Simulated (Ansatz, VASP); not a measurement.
**BiTe: VASP beside Ansatz**

```
Bi Te
1.0
     2.45905    1.41973    3.31729
    -2.45905    1.41973    3.31729
     0.00000   -2.83946    3.31729
Bi Te
1 1
Direct
  0.50000 0.50000 0.50000
  0.00000 0.00000 0.00000
```

Change from the starting cell: strain +0.015 along x and y, +0.000 along z, atoms carried along.

Alike in both runs: task single point; functional PBE; k mesh 12 × 12 × 12; occupations gaussian, width 0.15 eV; no spin polarisation.

|  | VASP | Ansatz |
| --- | --- | --- |
| version | VASP 6.6.1 | Ansatz 0.2.0 |
| potentials or method | VASP PAW PBE potentials, release 64 (Bi_d, Te), cutoff 520 eV | scalar-relativistic, plane waves, PAW |
| valence electrons in the cell | 21 | 31 |

```tsv
	VASP	Ansatz	Ansatz less VASP
gap on the k mesh at the Fermi level (eV)	none	none	-
pressure (GPa)	-1.6	-1.5	+0.06
traceless stress, the component that is largest in VASP (GPa)	0.51	0.51	-0.001
```

A gap of «none» marks a metal or a gap that the smearing closes. VASP's potentials hold 21 valence electrons a cell and Ansatz's 31, so a difference there can come from the potentials and not from the codes.

Neither program's run includes spin-orbit coupling.
